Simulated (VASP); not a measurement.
A run of VASP 6.6.1 is set up as follows.

The input INCAR:

```
PREC = Accurate ; ENCUT = 520
EDIFF = 1E-6 ; ISMEAR = 0
SIGMA = 0.05 ; LREAL = Auto
LASPH = True ; NELM = 150
ALGO = Normal ; ISIF = 2
LWAVE = False ; LCHARG = True
ISPIN = 2 ; MAGMOM = 0 0 0 0 0 0 0 0 0 0 0 0 0 0 0 0 0
LORBIT = 11 ; GGA = PE
LELF = True ; LVHAR = True
NBANDS = 53
```

File KPOINTS:

```
regular mesh
0
Gamma
  2 2 2
```

Contents of POSCAR:

```
Si16O
1.0
    0.0000000000      5.4300000000      5.4300000000
    5.4300000000      0.0000000000      5.4300000000
    5.4300000000      5.4300000000      0.0000000000
Si O
16 1
Direct
   -0.0006926335      0.0074057090      0.0001882136
    0.1144393186      0.1851446593      0.0815076427
   -0.0031926335      0.0452633517      0.4530928177
    0.1367990792      0.0897462247      0.6283318600
   -0.0180167587      0.5575325967     -0.0290611418
    0.1207362799      0.6316248619      0.1298771639
    0.0051784530      0.4598589319      0.5055891344
    0.1478121547      0.5757040516      0.6166510129
    0.4878974217      0.0120324125     -0.0004493554
    0.6246154696      0.1262661142      0.1230307551
    0.5115976980     -0.0170787293      0.4970437385
    0.6343371087      0.1060067219      0.6268783610
    0.4954941989      0.5007582873      0.0036669429
    0.6095187845      0.6363248619      0.1285515654
    0.5156218232      0.4754424494      0.5044260589
    0.6317497238      0.6076127072      0.6298003683
    0.1138339779      0.8095343462      0.4203446593
```

Potentials or basis: VASP PAW PBE potentials, release 64 (Si, O).

Run with:

```console
$ cat potpaw_PBE.64/Si/POTCAR potpaw_PBE.64/O/POTCAR > POTCAR
$ mpirun -np 1 vasp_std > vasp.out
```

Task: Predict the largest force.

Result: 0.059 eV/Å.

Task: What does it give for the pressure?

Result: 4.4 GPa.

Task: What does it give for the net moment?

Result: 0.00 μB per cell.

Task: Estimate the band gap on the k mesh.

Result: 0.49 eV.

Forces on the atoms (eV/Å):
```
Si  -0.003  0.001  0.001
Si  -0.002  0.005  0.000
Si   0.048 -0.023  0.025
Si  -0.009  0.001 -0.003
Si  -0.007  0.002  0.001
Si   0.001  0.002 -0.001
Si  -0.003 -0.002 -0.001
Si  -0.019  0.037 -0.036
Si   0.003 -0.002  0.003
Si   0.001  0.002  0.002
Si  -0.001  0.004  0.000
Si   0.003 -0.001  0.005
Si  -0.002  0.001 -0.002
Si   0.001 -0.002  0.000
Si   0.011 -0.005  0.007
Si  -0.004  0.001  0.004
O   -0.020 -0.022 -0.004
```

Caveat: the k points lie up to 0.50 Å⁻¹ apart.
